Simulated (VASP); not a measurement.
Input of a VASP 6.6.1 run:

The input INCAR:

```
SYSTEM = Cu
ALGO = Normal ; EDIFF = 1E-6
ENCUT = 520 ; GGA = PS
ISIF = 2 ; ISMEAR = 0
LASPH = .True. ; LCHARG = .False.
LREAL = .False. ; LWAVE = .False.
NBANDS = 12 ; NELM = 60
PREC = Accurate ; SIGMA = 0.15
```

KPOINTS

```
k-points
0
Gamma
  22 22 22
  0 0 0
```

Contents of POSCAR:

```
Cu
1.0
    0.0000000000      1.8346125000      1.7532750000
    1.8346125000      0.0000000000      1.7532750000
    1.8346125000      1.8346125000      0.0000000000
Cu
1
Direct
    0.0000000000      0.0000000000      0.0000000000
```

Potentials or basis: VASP PAW PBE potentials, release 64 (Cu).

Launch:

```bash
$ cat potpaw_PBE.64/Cu/POTCAR > POTCAR
$ mpirun -np 1 vasp_std > vasp.out
```

(1) Predict the pressure.

Results:

(1) -5.6 GPa.

Caveat: the cell differs from its parent crystal (strain +0.015 along x and y, -0.030 along z); the PAW data sets were made with another functional, which shifts forces and pressure a little.
